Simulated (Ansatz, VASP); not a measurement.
**PtSe2: VASP beside Ansatz**

INCAR

```
SYSTEM = PtSe2
PREC = Accurate
ENCUT = 520
EDIFF = 1E-6
ISMEAR = 0
SIGMA = 0.05
LREAL = .False.
LASPH = .True.
NELM = 150
ALGO = Fast
ISIF = 2
LWAVE = .False.
LCHARG = .False.
ISPIN = 2
MAGMOM = 1 -1 0 0 0 0
LORBIT = 11
LMAXMIX = 4
GGA = CA
NBANDS = 35
```

File KPOINTS:

```
Automatic mesh
0
Gamma
  8 6 4
  0 0 0
```

POSCAR

```
PtSe2
1.0
   -3.7426818375      0.0000000000      0.0000000000
    0.0000000000      0.0000000000     -4.7585423759
    0.0000000000     -6.4825150991      0.0000000000
Pt Se
2 4
Direct
    0.0000000000      0.0000000000      0.0000000000
    0.5000000000      0.0000000000      0.5000000000
    0.0000000000     -0.2645075981     -0.3333333333
   -0.5000000000     -0.7354924019     -0.1666666667
    0.5000000000     -0.2645075981      0.1666666667
    0.0000000000     -0.7354924019      0.3333333333
```

Input for Ansatz:

```yaml
crystal:
  lattice:
    - [-3.7426818375, 0.0, 0.0]
    - [0.0, 0.0, -4.7585423759]
    - [0.0, -6.4825150991, 0.0]
  atoms:
    - { symbol: Pt, position: [0.0, 0.0, 0.0], spin: 1.0 }
    - { symbol: Se, position: [0.0, -0.2645075981, -0.3333333333] }
    - { symbol: Se, position: [-0.5, -0.7354924019, -0.1666666667] }
    - { symbol: Pt, position: [0.5, 0.0, 0.5], spin: -1.0 }
    - { symbol: Se, position: [0.5, -0.2645075981, 0.1666666667] }
    - { symbol: Se, position: [0.0, -0.7354924019, 0.3333333333] }
basis:
  ecutwfc: 420
  ecutrho_ratio: 4
kpoints:
  mp_grid: { grid: [8, 6, 4] }
hamiltonian:
  xc: lda
scf:
  occupations: { method: gaussian, width: 0.05 }
  lower_state_search: "off"
output:
  forces: true
  stress: true
  eigenvalues: true
  populations: true
magnetization:
  spin_polarized: true
```

Alike in both runs: task single point; functional LDA; k mesh 8 × 6 × 4; occupations gaussian, width 0.05 eV; collinear spin.

```csv
,VASP,Ansatz
version,VASP 6.6.1,Ansatz 0.2.0
potentials or method,"VASP PAW LDA potentials, release 64 (Pt, Se), cutoff 520 eV","scalar-relativistic, plane waves, PAW"
valence electrons in the cell,44,100
```

Ansatz gave:

* gap on the k mesh at the Fermi level (eV): none
* pressure (GPa): 0.0
* rms of the force components (eV/Å): 0.010
* net moment per atom (μB): 0.00

Problem. What did VASP give for the same quantities?

Solution. gap on the k mesh at the Fermi level (eV): none; pressure (GPa): 0.4; rms of the force components (eV/Å): 0.030; net moment per atom (μB): 0.00.

LDA's correlation is that of Perdew and Zunger in VASP and of Perdew and Wang (1992) in Ansatz. A gap of «none» marks a metal or a gap that the smearing closes. VASP's potentials hold 44 valence electrons a cell and Ansatz's 100, so a difference there can come from the potentials and not from the codes. Ansatz's warnings: seeded moment not kept.

Spin-orbit coupling is off throughout.
